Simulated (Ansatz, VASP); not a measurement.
Co: VASP beside Ansatz

```
Co
1.0
     2.49793    0.00000    0.00000
    -1.24897    2.16327    0.00000
     0.00000    0.00000    4.02950
Co
2
Cartesian
  0.0000 1.4422 3.0221
  1.2490 0.7211 1.0074
```

Alike in both runs: functional PBE; k mesh 10 × 10 × 6; occupations gaussian, width 0.05 eV; collinear spin.

Ansatz relaxed the structure, and its values are those at the end. VASP's run is a single point on that final structure, the one shown.

|  | VASP | Ansatz |
| --- | --- | --- |
| version | VASP 6.6.1 | Ansatz 0.2.0 |
| potentials or method | VASP PAW PBE potentials, release 64 (Co), cutoff 520 eV | scalar-relativistic, plane waves, PAW |
| valence electrons in the cell | 18 | 34 |

```tsv
	VASP	Ansatz	Ansatz less VASP
pressure (GPa)	-0.5	0.2	+0.62
net moment per atom (μB)	1.66	1.66	+0.002
size of the moment on the site where the two differ most (μB)	1.68	1.73	+0.057
```

Site moments also hang on the region over which each program counts them. VASP's potentials hold 18 valence electrons a cell and Ansatz's 34, so a difference there can come from the potentials and not from the codes.
